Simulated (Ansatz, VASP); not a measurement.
## PbS: VASP beside Ansatz

The input INCAR:

```
SYSTEM = PbS
PREC = Accurate
ENCUT = 520
EDIFF = 1E-7
ISMEAR = -1
SIGMA = 0.02
LREAL = .FALSE.
LASPH = .TRUE.
NELM = 60
ALGO = Normal
ISIF = 2
LWAVE = .FALSE.
LCHARG = .FALSE.
GGA = PE
NBANDS = 28
```

KPOINTS

```
Automatic mesh
0
G
  6 6 6
  0 0 0
```

File POSCAR:

```
PbS
1.0
    2.0637484119     -5.8692756801      0.0000000000
    2.0637484119      5.8692756801      0.0000000000
    0.0000000000      0.0000000000      4.2604423679
Pb S
2 2
Direct
    0.8722772601      0.1277227399      0.7500000000
    0.1277227399      0.8722772601      0.2500000000
    0.6436799888      0.3563200112      0.7500000000
    0.3563200112      0.6436799888      0.2500000000
```

Input for Ansatz:

```yaml
crystal:
  lattice:
    - [2.0637484119, -5.8692756801, 0.0]
    - [2.0637484119, 5.8692756801, 0.0]
    - [0.0, 0.0, 4.2604423679]
  atoms:
    - { symbol: Pb, position: [0.8722772601, 0.1277227399, 0.75] }
    - { symbol: Pb, position: [0.1277227399, 0.8722772601, 0.25] }
    - { symbol: S, position: [0.6436799888, 0.3563200112, 0.75] }
    - { symbol: S, position: [0.3563200112, 0.6436799888, 0.25] }
kpoints:
  mp_grid: { grid: [6, 6, 6] }
  band_path:
    path:
      - [0.0, 0.0, 0.0]
      - [-0.5, 0.5, 0.0]
      - [-0.2809089673, 0.7190910327, 0.0]
      - [0.2809089673, 0.2809089673, 0.0]
      - [0.0, 0.0, 0.5]
      - [0.2809089673, 0.2809089673, 0.5]
      - [-0.2809089673, 0.7190910327, 0.5]
      - [-0.5, 0.5, 0.5]
      - [0.0, 0.5, 0.0]
      - [-0.5, 0.5, 0.35]
      - [-0.5, -0.5, 0.36849]
      - [0.453125, 0.453125, 0.0]
    npoints: 1
hamiltonian:
  xc: pbe
scf:
  occupations: { method: fermi_dirac, width: 0.02 }
  n_extra_bands: 5
output:
  forces: true
  stress: true
  eigenvalues: true
```

Alike in both runs: task single point; functional PBE; k mesh 6 × 6 × 6; occupations fermi-dirac, width 0.02 eV; no spin polarisation.

|  | VASP | Ansatz |
| --- | --- | --- |
| version | VASP 6.6.1 | Ansatz 0.2.0 |
| potentials or method | VASP PAW PBE potentials, release 64 (Pb_d, S) | plane waves, PAW |
| plane-wave cutoff (eV) | 520 | 420 |
| valence electrons in the cell | 40 | 40 |

|  | VASP | Ansatz | Ansatz less VASP |
| --- | --- | --- | --- |
| gap on the k mesh at the Fermi level (eV) | 1.17 | 1.17 | -0.001 |
| pressure (GPa) | 2.1 | 2.1 | +0.07 |
| traceless stress, the component that is largest in VASP (GPa) | 0.33 | 0.34 | +0.016 |
| rms of the force components (eV/Å) | 0.057 | 0.058 | +0.0006 |

Atom by atom the forces differ by 0.002 eV/Å (rms over components). With one functional, cell and mesh, what is left measures potentials, basis and numerics.

Spin-orbit coupling is off throughout.
